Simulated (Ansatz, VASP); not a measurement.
# Two plane-wave programs on BN

```xyz
2
Lattice="0.0000 1.8048 1.8048 1.8048 0.0000 1.8048 1.8048 1.8048 0.0000" Properties=species:S:1:pos:R:3 pbc="T T T"
B     0.0000    0.0000    0.2625
N     2.7072    2.7072    2.7072
```

Change from the starting cell: all B atoms moved +0.263 Å, as atom 1 along Cartesian [0 0 1].

Alike in both runs: task single point; functional r2SCAN; k mesh 12 × 12 × 12; occupations gaussian, width 0.05 eV; no spin polarisation.

```csv
,VASP,Ansatz
version,VASP 6.6.1,Ansatz 0.2.0
potentials or method,"VASP PAW PBE potentials, release 64 (B, N), cutoff 520 eV","scalar-relativistic, plane waves, PAW"
valence electrons in the cell,8,8
```

```tsv
	VASP	Ansatz	Ansatz less VASP
gap on the k mesh at the Fermi level (eV)	2.84	2.84	0.000
least direct gap on the mesh (eV)	7.34	7.35	+0.013
pressure (GPa)	20.5	19.7	-0.80
traceless stress, the component that is largest in VASP (GPa)	-5.75	-5.51	+0.243
rms of the force components (eV/Å)	3.169	3.175	+0.0059
```

VASP's potentials were made for PBE, not for r2SCAN. Atom by atom the forces differ by 0.006 eV/Å (rms over components).
